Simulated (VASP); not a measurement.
Wanted: the native input for a VASP 6.6.1 run.

* Task: relaxation of cell and atoms
* Functional: PBE
* Potentials or basis: VASP PAW PBE potentials, release 64 (Br)
* Cutoff: 600 eV
* k mesh: 11 × 11 × 11
* Occupations: fermi-dirac, width 0.08 eV
* Spin: no spin polarisation
* Target pressure: 4.3 GPa
* Dipole correction: no
* Further INCAR settings: ALGO = Normal; EDIFF = 1e-07; IBRION = 2; EDIFFG = -0.005; NSW = 60; ISIF = 3

The structure of Br lies in POSCAR:

```
Br
1.0
    2.0262920912     -1.1698802843      3.5797826944
    0.0000000000      2.3397605686      3.5797826944
   -2.0262920912     -1.1698802843      3.5797826944
Br
2
Direct
    0.2320000000      0.2320000000      0.2320000000
   -0.2320000000     -0.2320000000     -0.2320000000
```

One way to write it, as run:

INCAR

```
SYSTEM = Br
  PREC = Accurate
  ENCUT = 600
  EDIFF = 1E-7
  ISMEAR = -1
  SIGMA = 0.08
  LREAL = .FALSE.
  LASPH = .TRUE.
  NELM = 100
  ALGO = Normal
  ISIF = 3
  LWAVE = .FALSE.
  LCHARG = .FALSE.
  GGA = PE
  IBRION = 2
  NSW = 60
  EDIFFG = -0.005
  PSTRESS = 43.0
```

KPOINTS

```
regular mesh
0
G
  11 11 11
  0 0 0
```

Potentials or basis: VASP PAW PBE potentials, release 64 (Br).

Launch:

```sh
$ cat potpaw_PBE.64/Br/POTCAR > POTCAR
$ mpirun -np 1 vasp_std > vasp.out
```

It gave:

```json
{
 "Relaxed volume": "26.77 Å³/atom",
 "Relaxed cell": "a = 4.217 Å, b = 4.217 Å, c = 4.217 Å, α = 60.41°, β = 60.41°, γ = 60.41°",
 "Space group after relaxing (to 0.1 Å)": "Pm-3m (No. 221)",
 "Energy change on relaxing (the run minimises the enthalpy)": "-255.3 meV/atom",
 "Ionic steps": "7",
 "Pressure after relaxing": "4.3 GPa",
 "Band gap on the k mesh": "zero (bands 7 and 8 overlap by 2.99 eV)"
}
```

Caveat: the cell is relaxed towards a set pressure, so the run minimises the enthalpy, not the energy.

Wall time 12 min on 1 thread of Oxide Virtual Turin-like Processor, with other jobs on the host, peak memory 0.24 GiB.
